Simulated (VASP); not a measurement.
Crystal: Ti3Al.

```
Ti Al
1.0
     0.00000    3.31890    3.31890
     3.31890    0.00000    3.31890
     3.31890    3.31890    0.00000
Ti Al
3 1
Direct
  0.75000 0.75000 0.75000
  0.25000 0.25000 0.25000
  0.00000 0.00000 0.00000
  0.50000 0.50000 0.50000
```

Base run:

```yaml
Program: VASP 6.6.1
Functional: PBEsol
Potentials_or_basis: VASP PAW PBE potentials, release 64 (Ti_sv, Al)
Cutoff: 520 eV
k_mesh: 12 × 12 × 12
Occupations: gaussian, width 0.15 eV
Spin: collinear spin
Starting_moments: "[0.7, 0.7, 0.7, 0.0] μB"
Fixed_moment: 2.1 μB
```

Its results: pressure -10.9 GPa; site moments Ti +0.28, +1.01 (each value once); Al -0.02 μB.

Question: The run is repeated on the same cell with these changes: fixed moment from 2.1 μB to 2.7 μB; moments at the start from [0.7, 0.7, 0.7, 0.0] to [0.9, 0.9, 0.9, 0.0]. What comes out?

Answer: Pressure -10.5 GPa; site moments Ti +0.44, +1.10 (each value once); Al -0.03 μB.

Caveats: the cell stands under tension; the PAW data sets were made with another functional, which shifts forces and pressure a little; the total moment is fixed, so each spin has its own Fermi level and the state may be an excited one.
